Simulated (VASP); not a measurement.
# Li4NO (P4/mmm) in VASP: settings compared

Li4NO is run at these levels: PBE, PBEsol; tasks: single point.

Everything below comes from runs of VASP 6.6.1. Logs are shortened: lines on timing, memory, paths and dates and some standing lists are left out, and cuts for length are marked.

## 1. The cell of the first run

The structure is tetragonal, space group P4/mmm (No. 123). The conventional cell has a = 3.313 Å, b = 3.313 Å, c = 4.937 Å, α = 90.00°, β = 90.00°, γ = 90.00°. O (site symmetry 4/mmm) has 8 Li at 2.03 Å within 2.7 Å. Within 2.8 Å of N (site symmetry 4/mmm) lie 8 Li at 2.11 Å. Li (site symmetry 2mm) has 2 O at 2.03 Å and 2 N at 2.11 Å and 6 Li at 2.33 to 2.60 Å within 2.7 Å.

## 2. Single point, PBE

The input, INCAR:

```
ALGO = Normal ; EDIFF = 1E-6
ENCUT = 520 ; GGA = PE
ISIF = 2 ; ISMEAR = 1
LASPH = True ; LCHARG = False
LREAL = False ; LWAVE = False
NBANDS = 20 ; NELM = 60
PREC = Accurate ; SIGMA = 0.05
```

The input, KPOINTS:

```
k-points
0
Gamma
  7 7 5
```

The input, POSCAR:

```
Li4NO
1.0
    3.3128660000      0.0000000000      0.0000000000
    0.0000000000      3.3128660000      0.0000000000
    0.0000000000      0.0000000000      4.9365180000
O N Li
1 1 4
Direct
    0.5000000000      0.5000000000      0.5000000000
    0.0000000000      0.0000000000      0.0000000000
    0.5000000000      0.0000000000      0.2638480000
    0.0000000000      0.5000000000      0.7361520000
    0.5000000000      0.0000000000      0.7361520000
    0.0000000000      0.5000000000      0.2638480000
```

Potentials or basis: VASP PAW PBE potentials, release 64 (O, N, Li_sv).

On the command line:

```sh
$ cat potpaw_PBE.64/O/POTCAR potpaw_PBE.64/N/POTCAR potpaw_PBE.64/Li_sv/POTCAR > POTCAR
$ mpirun -np 1 vasp_std > vasp.out
```

OUTCAR:

```text
EDIFF = 1E-6
   ENCUT = 520
   GGA = PE
   ISIF = 2
   ISMEAR = 1
   LASPH = True
   LREAL = False
   NELM = 60
   PREC = Accurate

 ion  position               nearest neighbor table
   1  0.500  0.500  0.500-   3 2.03   4 2.03   5 2.03   6 2.03   3 2.03   5 2.03   4 2.03   6 2.03

   2  0.000  0.000  0.000-   3 2.11   4 2.11   5 2.11   6 2.11   4 2.11   6 2.11   3 2.11   5 2.11

   3  0.500  0.000  0.264-   1 2.03   1 2.03   2 2.11   2 2.11   5 2.33   6 2.34   6 2.34   6 2.34
                             6 2.34
   4  0.000  0.500  0.736-   1 2.03   1 2.03   2 2.11   2 2.11   6 2.33   5 2.34   5 2.34   5 2.34
                             5 2.34
   5  0.500  0.000  0.736-   1 2.03   1 2.03   2 2.11   2 2.11   3 2.33   4 2.34   4 2.34   4 2.34
                             4 2.34
   6  0.000  0.500  0.264-   1 2.03   1 2.03   2 2.11   2 2.11   4 2.33   3 2.34   3 2.34   3 2.34
                             3 2.34

  LATTYP: Found a simple tetragonal cell.
 ALAT       =     3.3128660000
 C/A-ratio  =     1.4901049424

  Lattice vectors:

 A1 = (   3.3128660000,   0.0000000000,   0.0000000000)
 A2 = (   0.0000000000,   3.3128660000,   0.0000000000)
 A3 = (   0.0000000000,   0.0000000000,   4.9365180000)

Analysis of symmetry for initial positions (statically):
=====================================================================
 Subroutine PRICEL returns:
 Original cell was already a primitive cell.

 Routine SETGRP: Setting up the symmetry group for a
 simple tetragonal supercell.

 Subroutine GETGRP returns: Found 16 space group operations
 (whereof 16 operations were pure point group operations)
 out of a pool of 16 trial point group operations.

The static configuration has the point symmetry D_4h.

Analysis of symmetry for dynamics (positions and initial velocities):
=====================================================================
 Subroutine PRICEL returns:
 Original cell was already a primitive cell.

 Routine SETGRP: Setting up the symmetry group for a
 simple tetragonal supercell.

 Subroutine GETGRP returns: Found 16 space group operations
 (whereof 16 operations were pure point group operations)
 out of a pool of 16 trial point group operations.

The dynamic configuration has the point symmetry D_4h.

 Subroutine INISYM returns: Found 16 space group operations
 (whereof 16 operations are pure point group operations),
 and found     1 'primitive' translations

----------------------------------------------------------------------------------------

                                     Primitive cell

  volume of cell :      54.1787

  direct lattice vectors                    reciprocal lattice vectors
     3.312866000  0.000000000  0.000000000     0.301853440  0.000000000  0.000000000
     0.000000000  3.312866000  0.000000000     0.000000000  0.301853440  0.000000000
     0.000000000  0.000000000  4.936518000     0.000000000  0.000000000  0.202571934

  length of vectors
     3.312866000  3.312866000  4.936518000     0.301853440  0.301853440  0.202571934

  position of ions in fractional coordinates (direct lattice)
     0.500000000  0.500000000  0.500000000
     0.000000000  0.000000000  0.000000000
     0.500000000  0.000000000  0.263848000
     0.000000000  0.500000000  0.736152000
     0.500000000  0.000000000  0.736152000
     0.000000000  0.500000000  0.263848000

  ion indices of the primitive-cell ions
   primitive index   ion index
                 1           1
                 2           2
                 3           3
                 4           4
                 5           5
                 6           6

----------------------------------------------------------------------------------------

 KPOINTS: k-points

Automatic generation of k-mesh.
 Grid dimensions read from file:
 generate k-points for:    7    7    5

 Generating k-lattice:

  Cartesian coordinates                     Fractional coordinates (reciprocal lattice)
     0.043121920  0.000000000  0.000000000     0.142857143  0.000000000  0.000000000
     0.000000000  0.043121920  0.000000000     0.000000000  0.142857143  0.000000000
     0.000000000  0.000000000  0.040514387     0.000000000  0.000000000  0.200000000

  Length of vectors
     0.043121920  0.043121920  0.040514387

  Shift w.r.t. Gamma in fractional coordinates (k-lattice)
     0.000000000  0.000000000  0.000000000

 Subroutine IBZKPT returns following result:
 ===========================================

 Found     30 irreducible k-points:

 Following reciprocal coordinates:
            Coordinates               Weight
  0.000000  0.000000  0.000000      1.000000
  0.142857  0.000000  0.000000      4.000000
  0.285714  0.000000  0.000000      4.000000
  0.428571  0.000000  0.000000      4.000000
  0.142857  0.142857  0.000000      4.000000
  0.285714  0.142857  0.000000      8.000000
[... 16 lines left out ...]
  0.285714  0.000000  0.400000      8.000000
  0.428571  0.000000  0.400000      8.000000
 [... further k-points ...]
   k-points           NKPTS =     30   k-points in BZ     NKDIM =     30   number of bands    NBANDS=     20
   number of dos      NEDOS =    301   number of ions     NIONS =      6
   total plane-waves  NPLWV =  31360
   dimension x,y,z NGX =    28 NGY =   28 NGZ =   40
   dimension x,y,z NGXF=    56 NGYF=   56 NGZF=   80
   ions per type =               1   1   4
   NGX,Y,Z   is equivalent  to a cutoff of  14.05, 14.05, 13.47 a.u.
   NGXF,Y,Z  is equivalent  to a cutoff of  28.10, 28.10, 26.94 a.u.
 SYSTEM =  unknown system
   PREC   = accura    normal or accurate (medium, high low for compatibility)
   ISTART =      0    job   : 0-new  1-cont  2-samecut
   ICHARG =      2    charge: 1-file 2-atom 10-const
   ISPIN  =      1    spin polarized calculation?
   LNONCOLLINEAR =      F non collinear calculations
   LSORBIT =      F    spin-orbit coupling
   LASPH  =      T    aspherical Exc in radial PAW
   ENCUT  =  520.0 eV  38.22 Ry    6.18 a.u.   6.16  6.16  9.18*2*pi/ulx,y,z
   NELM   =     60;   NELMIN=  2; NELMDL= -5     # of ELM steps
   EDIFF  = 0.1E-05   stopping-criterion for ELM
   LREAL  =      F    real-space projection
[... 7 lines left out ...]
   TEBEG  =    0.0;   TEEND  =   0.0 temperature during run
   PSTRESS=    0.0 pullay stress
   NELECT =      23.0000    total number of electrons
   NUPDOWN=      -1.0000    fix difference up-down
   EMIN   =  10.00;   EMAX   =-10.00  energy-range for DOS
   EFERMI =   0.00;   METHOD = LEGACY
   ISMEAR =     1;   SIGMA  =   0.05  broadening in eV -4-tet -1-fermi 0-gaus
   EFERMI_NEDOS =   21; number of points for ismear=-14 and -15
   IALGO  =     38    algorithm
   IMIX   =      4    mixing-type and parameters
     AMIX     =   0.40;   BMIX     =  1.00
     AMIX_MAG =   1.60;   BMIX_MAG =  1.00
  volume/ion in A,a.u.               =       9.03        60.94
  Fermi-wavevector in a.u.,A,eV,Ry     =   1.230386  2.325092 20.597167  1.513849
  Thomas-Fermi vector in A             =   2.365236
   LORBIT       =      0    0 simple, 1 ext, 2 COOP (PROOUT), +10 PAW based schemes
   GGA     = PE    functional components
   LHFCALC =     F    Hartree Fock is set to
   AEXX    =    0.0000 exact exchange contribution
   IVDW    =     0    specifies the selected vdW correction
   LEPSILON=     F    determine dielectric tensor
   LRPA    =     F    only Hartree local field effects (RPA)
 non-spin polarized calculation
 Methfessel and Paxton  Order N= 1 SIGMA  =   0.05
  energy-cutoff  :      520.00
  volume of cell :       54.18
 maximum number of plane-waves:      1480
 NGX is ok and might be reduce to    28
   NGX = 13   NGY = 13   NGZ = 19

 number of electron      22.9999992 magnetization

 Free energy of the ion-electron system (eV)
  ---------------------------------------------------
  ext. energy  EPLUGINS =         0.00000000
  ---------------------------------------------------
  free energy    TOTEN  =       -26.49288913 eV

  energy without entropy =      -26.49231024  energy(sigma->0) =      -26.49269617

 E-fermi :   1.5270     XC(G=0):  -9.4999

 val. band max:        1.5221387465   @ k =   0.1429   0.1429   0.2000
 cond. band min:       1.5344117283   @ k =   0.1429   0.0000   0.2000
 fundamental gap:      0.0122729818
 Fermi energy:         1.5269977349

 k-point     1 :       0.0000    0.0000    0.0000
  band No.  band energies     occupation
      1     -42.0946      2.00000
      2     -42.0131      2.00000
      3     -41.8926      2.00000
      4     -41.8343      2.00000
      5     -14.4512      2.00000
      6     -10.1902      2.00000
[... 12 lines left out ...]
     19      14.1856      0.00000
     20      14.6686      0.00000

 k-point     2 :       0.1429    0.0000    0.0000
  band No.  band energies     occupation
      1     -42.0839      2.00000
      2     -42.0038      2.00000
      3     -41.9019      2.00000
      4     -41.8426      2.00000
      5     -14.4360      2.00000
      6     -10.1429      2.00000
[... 12 lines left out ...]
     19      14.0799      0.00000
     20      14.5730      0.00000

 k-point     3 :       0.2857    0.0000    0.0000
  band No.  band energies     occupation
      1     -42.0543      2.00000
      2     -41.9778      2.00000
      3     -41.9283      2.00000
      4     -41.8662      2.00000
      5     -14.4013      2.00000
      6     -10.0332      2.00000
[... 12 lines left out ...]
     19      13.8696      0.00000
     20      14.2461      0.00000

 k-point     4 :       0.4286    0.0000    0.0000
  band No.  band energies     occupation
      1     -42.0125      2.00000
      2     -41.9675      2.00000
      3     -41.9410      2.00000
      4     -41.9012      2.00000
      5     -14.3730      2.00000
      6      -9.9412      2.00000
[... 12 lines left out ...]
     19      13.8215      0.00000
     20      14.4037      0.00000

 k-point     5 :       0.1429    0.1429    0.0000
  band No.  band energies     occupation
      1     -42.0741      2.00000
      2     -41.9952      2.00000
      3     -41.9102      2.00000
      4     -41.8499      2.00000
      5     -14.4217      2.00000
      6     -10.0975      2.00000
[... 12 lines left out ...]
     19      14.3988      0.00000
     20      14.4914      0.00000

 k-point     6 :       0.2857    0.1429    0.0000
  band No.  band energies     occupation
      1     -42.0473      2.00000
      2     -41.9718      2.00000
      3     -41.9338      2.00000
      4     -41.8712      2.00000
      5     -14.3894      2.00000
      6      -9.9920      2.00000
[... 12 lines left out ...]
     19      14.2162      0.00000
     20      14.4227      0.00000

 k-point     7 :       0.4286    0.1429    0.0000
  band No.  band energies     occupation
      1     -42.0095      2.00000
      2     -41.9690      2.00000
      3     -41.9384      2.00000
      4     -41.9026      2.00000
      5     -14.3629      2.00000
      6      -9.9037      2.00000
[... 12 lines left out ...]
     19      14.2722      0.00000
     20      14.6492      0.00000
[... 277 lines left out ...]
 k-point    20 :       0.4286    0.4286    0.2000
  band No.  band energies     occupation
      1     -41.9859      2.00000
      2     -41.9760      2.00000
      3     -41.9277      2.00000
      4     -41.9187      2.00000
      5     -14.3192      2.00000
      6      -9.7361      2.00000
[... 12 lines left out ...]
     19      15.3965      0.00000
     20      15.5704      0.00000

 k-point    21 :       0.0000    0.0000    0.4000
  band No.  band energies     occupation
      1     -42.0753      2.00000
      2     -42.0327      2.00000
      3     -41.8796      2.00000
      4     -41.8473      2.00000
      5     -14.4477      2.00000
      6     -10.2003      2.00000
[... 12 lines left out ...]
     19      13.5537      0.00000
     20      13.6660      0.00000

 k-point    22 :       0.1429    0.0000    0.4000
  band No.  band energies     occupation
      1     -42.0649      2.00000
      2     -42.0230      2.00000
      3     -41.8886      2.00000
      4     -41.8559      2.00000
      5     -14.4325      2.00000
      6     -10.1495      2.00000
[... 12 lines left out ...]
     19      13.4800      0.00000
     20      13.9746      0.00000

 k-point    23 :       0.2857    0.0000    0.4000
  band No.  band energies     occupation
      1     -42.0363      2.00000
      2     -41.9961      2.00000
      3     -41.9143      2.00000
      4     -41.8804      2.00000
      5     -14.3980      2.00000
      6     -10.0301      2.00000
[... 12 lines left out ...]
     19      13.2653      0.00000
     20      13.3983      0.00000

 k-point    24 :       0.4286    0.0000    0.4000
  band No.  band energies     occupation
      1     -41.9959      2.00000
      2     -41.9579      2.00000
      3     -41.9523      2.00000
      4     -41.9166      2.00000
      5     -14.3697      2.00000
      6      -9.9283      2.00000
[... 12 lines left out ...]
     19      12.5349      0.00000
     20      13.0327      0.00000

 [... further k-points ...]

------------------------ aborting loop because EDIFF is reached ----------------------------------------

  FORCE on cell =-STRESS in cart. coord.  units (eV):
  Direction    XX          YY          ZZ          XY          YZ          ZX
  --------------------------------------------------------------------------------------
  -------------------------------------------------------------------------------------
  Total       -0.7602604     -0.7602604     -0.2204122      0.0000000     -0.0000000      0.0000000
  in kB      -22.4824954    -22.4824954     -6.5180496      0.0000000     -0.0000000      0.0000000
  external PRESSURE =     -17.1610135 kB  Pullay stress =       0.0000000 kB

 VOLUME and BASIS-vectors are now :
 -----------------------------------------------------------------------------
  energy-cutoff  :      520.00
  volume of cell :       54.18
      direct lattice vectors                 reciprocal lattice vectors
     3.312866000  0.000000000  0.000000000     0.301853440  0.000000000  0.000000000
     0.000000000  3.312866000  0.000000000     0.000000000  0.301853440  0.000000000
     0.000000000  0.000000000  4.936518000     0.000000000  0.000000000  0.202571934

 POSITION                                       TOTAL-FORCE (eV/Angst)
 -----------------------------------------------------------------------------------
      1.65643      1.65643      2.46826         0.000000      0.000000     -0.000000
      0.00000      0.00000      0.00000         0.000000      0.000000     -0.000000
      1.65643      0.00000      1.30249         0.000000      0.000000     -0.015077
      0.00000      1.65643      3.63403         0.000000      0.000000      0.015077
      1.65643      0.00000      3.63403         0.000000     -0.000000      0.015077
      0.00000      1.65643      1.30249        -0.000000      0.000000     -0.015077
 -----------------------------------------------------------------------------------
    total drift:                                0.000000      0.000000      0.000000

  FREE ENERGIE OF THE ION-ELECTRON SYSTEM (eV)
  ---------------------------------------------------
  free  energy   TOTEN  =       -26.4928891319 eV

  energy  without entropy=      -26.4923102447  energy(sigma->0) =      -26.49269617
```

Wall time 27 s (1 thread of Intel Xeon 8259CL, shared host); peak memory 0.18 GiB.

What came out:

```
Free energy            : -26.4929 eV
Largest force          : 0.015 eV/Å
Band gap on the k mesh : zero (an odd number of electrons rules out a gap without spin polarisation)
```

Forces in eV/Å, atoms in the order of the input:
```
O    0.000  0.000  0.000
N    0.000  0.000  0.000
Li   0.000  0.000 -0.015
Li   0.000  0.000  0.015
Li   0.000  0.000  0.015
Li   0.000  0.000 -0.015
```

Caveat: the cutoff is under 1.25 times the usual one of these potentials, so pressure, stress and relaxed cells hold a basis-set (Pulay) error.

## 3. Single point, PBEsol

The input, INCAR:

```
SYSTEM = Li4NO
ALGO = Normal
EDIFF = 1E-7
ENCUT = 520
GGA = PS
ISIF = 2
ISMEAR = -1
LASPH = .True.
LCHARG = .True.
LELF = .True.
LREAL = .False.
LVHAR = .True.
LWAVE = .False.
NBANDS = 20
NELM = 100
PREC = Accurate
SIGMA = 0.05
```

The input, KPOINTS:

```
k-points
0
Gamma
  7 7 5
  0 0 0
```

POSCAR is that of step 2.

Potentials or basis: VASP PAW PBE potentials, release 64 (O, N, Li_sv).

On the command line:

```sh
$ cat potpaw_PBE.64/O/POTCAR potpaw_PBE.64/N/POTCAR potpaw_PBE.64/Li_sv/POTCAR > POTCAR
$ mpirun -np 1 vasp_std > vasp.out
```

Run time: 29 s. Hardware: 1 thread of Intel Xeon 8259CL, shared host; peak memory 0.18 GiB.

Results (log left out):

* Free energy: -27.3055 eV
* Largest force: 0.019 eV/Å
* Band gap on the k mesh: zero (an odd number of electrons rules out a gap without spin polarisation)

Forces on the atoms (eV/Å):
```
O    0.000  0.000  0.000
N    0.000  0.000  0.000
Li   0.000  0.000 -0.019
Li   0.000  0.000  0.019
Li   0.000  0.000  0.019
Li   0.000  0.000 -0.019
```

Levels at points of the mesh, in eV from the Fermi level:
```tsv
k point	band 7	band 8	band 9	band 10	band 11	band 12	band 13	band 14	band 15	band 16
(0.00, 0.00, 0.00)	-2.02	-1.69	-1.69	0.08	0.34	0.34	3.97	5.13	10.41	10.41
```

Caveat: the cutoff is under 1.25 times the usual one of these potentials, so pressure, stress and relaxed cells hold a basis-set (Pulay) error; the PAW data sets were made with another functional, which shifts forces and pressure a little.

(Continued in part 2 of 2.)

The gap in the log of VASP goes by the Fermi energy; the results here count the filled bands.